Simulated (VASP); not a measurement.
# SiF in VASP: notebook

Runs on SiF. Level: PBE. Tasks: single point.

All numbers are computed with VASP 6.6.1; they aren't measurements. Logs are shortened: lines on timing, memory, paths and dates and some standing lists are left out, and cuts for length are marked.

## (1) The cell of the first run

The structure is cubic, space group Pm-3m (No. 221). The conventional cell has a = 3.029 Å, b = 3.029 Å, c = 3.029 Å, α = 90.00°, β = 90.00°, γ = 90.00°. Si (site symmetry m-3m) has 8 F at 2.62 Å and 6 Si at 3.03 Å within 3.5 Å. F (site symmetry m-3m) has 8 Si at 2.62 Å and 6 F at 3.03 Å within 3.5 Å.

## (2) Single point, PBE

INCAR

```
ALGO     = Normal         # electronic algorithm
EDIFF    = 1E-6           # SCF threshold, eV
ENCUT    = 600            # plane-wave cutoff, eV
GGA      = PE             # functional
GGA_COMPAT= F            
ISIF     = 2              # what is computed and relaxed
ISMEAR   = -1             # smearing method
LASPH    = T              # aspherical terms in the spheres
LCHARG   = F              # write CHGCAR
LREAL    = F              # projectors in reciprocal space
LWAVE    = F              # write WAVECAR
NBANDS   = 12             # bands
NELM     = 120            # most SCF steps
PREC     = Accurate       # precision mode
SIGMA    = 0.05           # smearing width, eV
```

KPOINTS

```
k-points
0
Gamma
  7 7 7
```

POSCAR

```
SiF
1.0
    3.0286000000      0.0000000000      0.0000000000
    0.0000000000      3.0286000000      0.0000000000
    0.0000000000      0.0000000000      3.0286000000
Si F
1 1
Direct
    0.5000000000      0.5000000000      0.5000000000
    0.0000000000      0.0000000000      0.0000000000
```

Potentials or basis: VASP PAW PBE potentials, release 64 (Si, F).

The run is started by

```
> cat potpaw_PBE.64/Si/POTCAR potpaw_PBE.64/F/POTCAR > POTCAR
> mpirun -np 1 vasp_std > vasp.out
```

OUTCAR:

```text
EDIFF = 1E-6
   ENCUT = 600
   GGA = PE
   ISIF = 2
   ISMEAR = -1
   LASPH = T
   LREAL = F
   NELM = 120
   PREC = Accurate

 ion  position               nearest neighbor table
   1  0.500  0.500  0.500-
   2  0.000  0.000  0.000-

  LATTYP: Found a simple cubic cell.
 ALAT       =     3.0286000000

  Lattice vectors:

 A1 = (   3.0286000000,   0.0000000000,   0.0000000000)
 A2 = (   0.0000000000,   3.0286000000,   0.0000000000)
 A3 = (   0.0000000000,   0.0000000000,   3.0286000000)

Analysis of symmetry for initial positions (statically):
=====================================================================
 Subroutine PRICEL returns:
 Original cell was already a primitive cell.

 Routine SETGRP: Setting up the symmetry group for a
 simple cubic supercell.

 Subroutine GETGRP returns: Found 48 space group operations
 (whereof 48 operations were pure point group operations)
 out of a pool of 48 trial point group operations.

The static configuration has the point symmetry O_h .

Analysis of symmetry for dynamics (positions and initial velocities):
=====================================================================
 Subroutine PRICEL returns:
 Original cell was already a primitive cell.

 Routine SETGRP: Setting up the symmetry group for a
 simple cubic supercell.

 Subroutine GETGRP returns: Found 48 space group operations
 (whereof 48 operations were pure point group operations)
 out of a pool of 48 trial point group operations.

The dynamic configuration has the point symmetry O_h .

 Subroutine INISYM returns: Found 48 space group operations
 (whereof 48 operations are pure point group operations),
 and found     1 'primitive' translations

----------------------------------------------------------------------------------------

                                     Primitive cell

  volume of cell :      27.7796

  direct lattice vectors                    reciprocal lattice vectors
     3.028600000  0.000000000  0.000000000     0.330185564  0.000000000  0.000000000
     0.000000000  3.028600000  0.000000000     0.000000000  0.330185564  0.000000000
     0.000000000  0.000000000  3.028600000     0.000000000  0.000000000  0.330185564

  length of vectors
     3.028600000  3.028600000  3.028600000     0.330185564  0.330185564  0.330185564

  position of ions in fractional coordinates (direct lattice)
     0.500000000  0.500000000  0.500000000
     0.000000000  0.000000000  0.000000000

  ion indices of the primitive-cell ions
   primitive index   ion index
                 1           1
                 2           2

----------------------------------------------------------------------------------------

 KPOINTS: k-points

Automatic generation of k-mesh.
 Grid dimensions read from file:
 generate k-points for:    7    7    7

 Generating k-lattice:

  Cartesian coordinates                     Fractional coordinates (reciprocal lattice)
     0.047169366  0.000000000  0.000000000     0.142857143  0.000000000  0.000000000
     0.000000000  0.047169366  0.000000000     0.000000000  0.142857143  0.000000000
     0.000000000  0.000000000  0.047169366     0.000000000  0.000000000  0.142857143

  Length of vectors
     0.047169366  0.047169366  0.047169366

  Shift w.r.t. Gamma in fractional coordinates (k-lattice)
     0.000000000  0.000000000  0.000000000

 Subroutine IBZKPT returns following result:
 ===========================================

 Found     20 irreducible k-points:

 Following reciprocal coordinates:
            Coordinates               Weight
  0.000000  0.000000  0.000000      1.000000
  0.142857  0.000000  0.000000      6.000000
  0.285714  0.000000  0.000000      6.000000
  0.428571  0.000000  0.000000      6.000000
  0.142857  0.142857  0.000000     12.000000
  0.285714  0.142857  0.000000     24.000000
[... 12 lines left out ...]
  0.428571  0.428571  0.285714     24.000000
  0.428571  0.428571  0.428571      8.000000
   k-points           NKPTS =     20   k-points in BZ     NKDIM =     20   number of bands    NBANDS=     12
   number of dos      NEDOS =    301   number of ions     NIONS =      2
   total plane-waves  NPLWV =  13824
   dimension x,y,z NGX =    24 NGY =   24 NGZ =   24
   dimension x,y,z NGXF=    48 NGYF=   48 NGZF=   48
   ions per type =               1   1
   NGX,Y,Z   is equivalent  to a cutoff of  13.17, 13.17, 13.17 a.u.
   NGXF,Y,Z  is equivalent  to a cutoff of  26.35, 26.35, 26.35 a.u.
 SYSTEM =  unknown system
   PREC   = accura    normal or accurate (medium, high low for compatibility)
   ISTART =      0    job   : 0-new  1-cont  2-samecut
   ICHARG =      2    charge: 1-file 2-atom 10-const
   ISPIN  =      1    spin polarized calculation?
   LNONCOLLINEAR =      F non collinear calculations
   LSORBIT =      F    spin-orbit coupling
   LASPH  =      T    aspherical Exc in radial PAW
   ENCUT  =  600.0 eV  44.10 Ry    6.64 a.u.   6.05  6.05  6.05*2*pi/ulx,y,z
   NELM   =    120;   NELMIN=  2; NELMDL= -5     # of ELM steps
   EDIFF  = 0.1E-05   stopping-criterion for ELM
   LREAL  =      F    real-space projection
   EDIFFG = 0.1E-04   stopping-criterion for IOM
   NSW    =      0    number of steps for IOM
   IBRION =     -1    ionic relax: 0-MD 1-quasi-New 2-CG
   NFREE  =      0    steps in history (QN), initial steepest desc. (CG)
   ISIF   =      2    stress and relaxation
   ISYM   =      2    0-nonsym 1-usesym 2-fastsym
   POTIM  = 0.5000    time-step for ionic-motion
   TEBEG  =    0.0;   TEEND  =   0.0 temperature during run
   PSTRESS=    0.0 pullay stress
   NELECT =      11.0000    total number of electrons
   NUPDOWN=      -1.0000    fix difference up-down
   EMIN   =  10.00;   EMAX   =-10.00  energy-range for DOS
   EFERMI =   0.00;   METHOD = LEGACY
   ISMEAR =    -1;   SIGMA  =   0.05  broadening in eV -4-tet -1-fermi 0-gaus
   EFERMI_NEDOS =   21; number of points for ismear=-14 and -15
   IALGO  =     38    algorithm
   IMIX   =      4    mixing-type and parameters
     AMIX     =   0.40;   BMIX     =  1.00
     AMIX_MAG =   1.60;   BMIX_MAG =  1.00
  volume/ion in A,a.u.               =      13.89        93.73
  Fermi-wavevector in a.u.,A,eV,Ry     =   1.202164  2.271761 19.663124  1.445199
  Thomas-Fermi vector in A             =   2.337953
   LORBIT       =      0    0 simple, 1 ext, 2 COOP (PROOUT), +10 PAW based schemes
   GGA     = PE    functional components
   LHFCALC =     F    Hartree Fock is set to
   AEXX    =    0.0000 exact exchange contribution
   IVDW    =     0    specifies the selected vdW correction
   LEPSILON=     F    determine dielectric tensor
   LRPA    =     F    only Hartree local field effects (RPA)
 non-spin polarized calculation
  energy-cutoff  :      600.00
  volume of cell :       27.78
 maximum number of plane-waves:       940
   NGX = 13   NGY = 13   NGZ = 13

 number of electron      11.0000013 magnetization

 Free energy of the ion-electron system (eV)
  ---------------------------------------------------
  ext. energy  EPLUGINS =         0.00000000
  ---------------------------------------------------
  free energy    TOTEN  =        -7.80151599 eV

  energy without entropy =       -7.78600289  energy(sigma->0) =       -7.79375944

 E-fermi :   5.7582     XC(G=0): -10.3044

 val. band max:        5.6717218134   @ k =   0.4286   0.4286   0.2857
 cond. band min:       5.7812637542   @ k =   0.4286   0.4286   0.2857
 fundamental gap:      0.1095419407
 Fermi energy:         5.7582393044

 k-point     1 :       0.0000    0.0000    0.0000
  band No.  band energies     occupation
      1     -18.2707      2.00000
      2      -3.1901      2.00000
      3       0.6302      2.00000
      4       0.6302      2.00000
      5       0.6302      2.00000
      6      10.9323      0.00000
      7      10.9323      0.00000
      8      10.9323      0.00000
      9      11.6136      0.00000
     10      11.6136      0.00000
     11      21.8164      0.00000
     12      22.7258      0.00000

 k-point     2 :       0.1429    0.0000    0.0000
  band No.  band energies     occupation
      1     -18.2276      2.00000
      2      -3.3192      2.00000
      3       0.6904      2.00000
      4       0.6904      2.00000
      5       0.7669      2.00000
      6       8.5756      0.00000
      7      10.9140      0.00000
      8      10.9140      0.00000
      9      11.8748      0.00000
     10      14.1289      0.00000
     11      21.6846      0.00000
     12      21.6846      0.00000

 k-point     3 :       0.2857    0.0000    0.0000
  band No.  band energies     occupation
      1     -18.1284      2.00000
      2      -3.6481      2.00000
      3       0.8301      2.00000
      4       0.8301      2.00000
      5       1.3231      2.00000
      6       6.1604      0.00064
      7      10.8612      0.00000
      8      10.8612      0.00000
      9      12.5905      0.00000
     10      16.8996      0.00000
     11      20.1253      0.00000
     12      20.1253      0.00000
[... 226 lines left out ...]
 k-point    19 :       0.4286    0.4286    0.2857
  band No.  band energies     occupation
      1     -17.7918      2.00000
      2      -1.1120      2.00000
      3      -0.6560      2.00000
      4       0.2131      2.00000
      5       1.5532      2.00000
      6       5.6717      1.69891
      7       5.7813      0.77374
      8       7.9236      0.00000
      9      13.9791      0.00000
     10      15.6958      0.00000
     11      15.7155      0.00000
     12      23.2530      0.00000

 k-point    20 :       0.4286    0.4286    0.4286
  band No.  band energies     occupation
      1     -17.7421      2.00000
      2      -0.4961      2.00000
      3      -0.2320      2.00000
      4      -0.2320      2.00000
      5       2.1813      2.00000
      6       5.1116      2.00000
      7       5.1116      2.00000
      8       6.1245      0.00132
      9      14.7366      0.00000
     10      15.0517      0.00000
     11      15.0517      0.00000
     12      26.6407      0.00000

------------------------ aborting loop because EDIFF is reached ----------------------------------------

  FORCE on cell =-STRESS in cart. coord.  units (eV):
  Direction    XX          YY          ZZ          XY          YZ          ZX
  --------------------------------------------------------------------------------------
  -------------------------------------------------------------------------------------
  Total       -0.0742853     -0.0742853     -0.0742853      0.0000000     -0.0000000      0.0000000
  in kB       -4.2843796     -4.2843796     -4.2843796      0.0000000     -0.0000000      0.0000000
  external PRESSURE =      -4.2843796 kB  Pullay stress =       0.0000000 kB

 VOLUME and BASIS-vectors are now :
 -----------------------------------------------------------------------------
  energy-cutoff  :      600.00
  volume of cell :       27.78
      direct lattice vectors                 reciprocal lattice vectors
     3.028600000  0.000000000  0.000000000     0.330185564  0.000000000  0.000000000
     0.000000000  3.028600000  0.000000000     0.000000000  0.330185564  0.000000000
     0.000000000  0.000000000  3.028600000     0.000000000  0.000000000  0.330185564

 POSITION                                       TOTAL-FORCE (eV/Angst)
 -----------------------------------------------------------------------------------
      1.51430      1.51430      1.51430         0.000000      0.000000      0.000000
      0.00000      0.00000      0.00000         0.000000      0.000000      0.000000
 -----------------------------------------------------------------------------------
    total drift:                                0.000000      0.000000      0.000000

  FREE ENERGIE OF THE ION-ELECTRON SYSTEM (eV)
  ---------------------------------------------------
  free  energy   TOTEN  =        -7.8015159933 eV

  energy  without entropy=       -7.7860028864  energy(sigma->0) =       -7.79375944
```

It took 2.5 s on 1 thread of Intel Xeon 6975P-C (Granite Rapids), shared host; peak memory 0.13 GiB.

Results:

```
Free energy : -7.8015 eV
Pressure    : -0.4 GPa
```

Caveat: an odd number of electrons without spin polarisation forces a metal; a magnetic or distorted state may lie lower.

## (3) Single point, PBE

This run uses another cell than the first one, of 13.75 Å³/atom, 0.990 times its volume.

INCAR

```
ALGO = Normal
EDIFF = 1E-6
ENCUT = 600
GGA = PE
GGA_COMPAT = F
ISIF = 2
ISMEAR = -1
LASPH = T
LCHARG = F
LREAL = F
LWAVE = F
NBANDS = 12
NELM = 120
PREC = Accurate
SIGMA = 0.05
```

KPOINTS is that of step 2.

POSCAR, as its differences from that of step 2:

```diff
@@ -4,3 +4,3 @@
     0.0000000000      3.0286000000      0.0000000000
-    0.0000000000      0.0000000000      3.0286000000
+    0.0000000000      0.0000000000      2.9983140000
 Si F
```

Potentials or basis: VASP PAW PBE potentials, release 64 (Si, F).

The run is started by

```
> cat potpaw_PBE.64/Si/POTCAR potpaw_PBE.64/F/POTCAR > POTCAR
> mpirun -np 1 vasp_std > vasp.out
```

OUTCAR:

```text
EDIFF = 1E-6
   ENCUT = 600
   GGA = PE
   ISIF = 2
   ISMEAR = -1
   LASPH = T
   LREAL = F
   NELM = 120
   PREC = Accurate

 ion  position               nearest neighbor table
   1  0.500  0.500  0.500-
   2  0.000  0.000  0.000-

  LATTYP: Found a simple tetragonal cell.
 ALAT       =     3.0286000000
 C/A-ratio  =     0.9900000000

  Lattice vectors:

[... 533 lines left out ...]
      3      -0.6656      2.00000
      4       1.1318      2.00000
      5       2.1744      2.00000
      6       5.5952      1.99245
      7       7.5035      0.00000
      8      11.6360      0.00000
      9      14.3924      0.00000
     10      16.7642      0.00000
     11      18.5414      0.00000
     12      20.0085      0.00000

 [... further k-points ...]
[... 5 lines left out ...]
  --------------------------------------------------------------------------------------
  -------------------------------------------------------------------------------------
  Total        0.2264719      0.2264719     -0.2816803      0.0000000      0.0000000     -0.0000000
  in kB       13.1936216     13.1936216    -16.4099047      0.0000000      0.0000000     -0.0000000
  external PRESSURE =       3.3257795 kB  Pullay stress =       0.0000000 kB

 VOLUME and BASIS-vectors are now :
 -----------------------------------------------------------------------------
  energy-cutoff  :      600.00
  volume of cell :       27.50
      direct lattice vectors                 reciprocal lattice vectors
     3.028600000  0.000000000  0.000000000     0.330185564  0.000000000  0.000000000
     0.000000000  3.028600000  0.000000000     0.000000000  0.330185564  0.000000000
     0.000000000  0.000000000  2.998314000     0.000000000  0.000000000  0.333520772

 POSITION                                       TOTAL-FORCE (eV/Angst)
 -----------------------------------------------------------------------------------
      1.51430      1.51430      1.49916         0.000000      0.000000      0.000000
      0.00000      0.00000      0.00000         0.000000      0.000000      0.000000
 -----------------------------------------------------------------------------------
    total drift:                               -0.000000      0.000000      0.000000

  FREE ENERGIE OF THE ION-ELECTRON SYSTEM (eV)
  ---------------------------------------------------
  free  energy   TOTEN  =        -7.8029086735 eV

  energy  without entropy=       -7.7878006362  energy(sigma->0) =       -7.79535465
```

OSZICAR:

```text
N       E                     dE             d eps       ncg     rms          rms(c)
DAV:   1     0.283563391449E+02    0.28356E+02   -0.53239E+03   960   0.857E+02
DAV:   2    -0.753284248625E+01   -0.35889E+02   -0.34256E+02  1220   0.155E+02
DAV:   3    -0.860222211740E+01   -0.10694E+01   -0.10569E+01  1152   0.234E+01
DAV:   4    -0.860555747995E+01   -0.33354E-02   -0.33342E-02  1072   0.162E+00
DAV:   5    -0.860557355723E+01   -0.16077E-04   -0.16077E-04  1172   0.112E-01    0.530E+00
DAV:   6    -0.787010712006E+01    0.73547E+00   -0.59779E+00   980   0.177E+01    0.249E+00
DAV:   7    -0.781436588181E+01    0.55741E-01   -0.41029E-01  1008   0.458E+00    0.817E-01
DAV:   8    -0.780362087976E+01    0.10745E-01   -0.72170E-02  1008   0.202E+00    0.161E-01
DAV:   9    -0.780281945040E+01    0.80143E-03   -0.30891E-03  1052   0.354E-01    0.654E-02
DAV:  10    -0.780290496690E+01   -0.85516E-04   -0.14038E-04  1176   0.943E-02    0.262E-02
DAV:  11    -0.780290835819E+01   -0.33913E-05   -0.29784E-05  1036   0.490E-02    0.309E-03
DAV:  12    -0.780290867351E+01   -0.31531E-06   -0.12069E-06   752   0.750E-03
   1 F= -.78029087E+01 E0= -.77953547E+01  d E =-.151080E-01
```

It took 4 s on 1 thread of Intel Xeon 6975P-C (Granite Rapids), shared host; peak memory 0.14 GiB.

What came out:

```yaml
Free_energy: -7.8029 eV
Pressure: 0.3 GPa
```

Stress tensor (GPa, compression positive):
```
 1.32  0.00  0.00
 0.00  1.32  0.00
 0.00  0.00 -1.64
```

Caveat: an odd number of electrons without spin polarisation forces a metal; a magnetic or distorted state may lie lower.

(Part 1 of 2 ends here.)
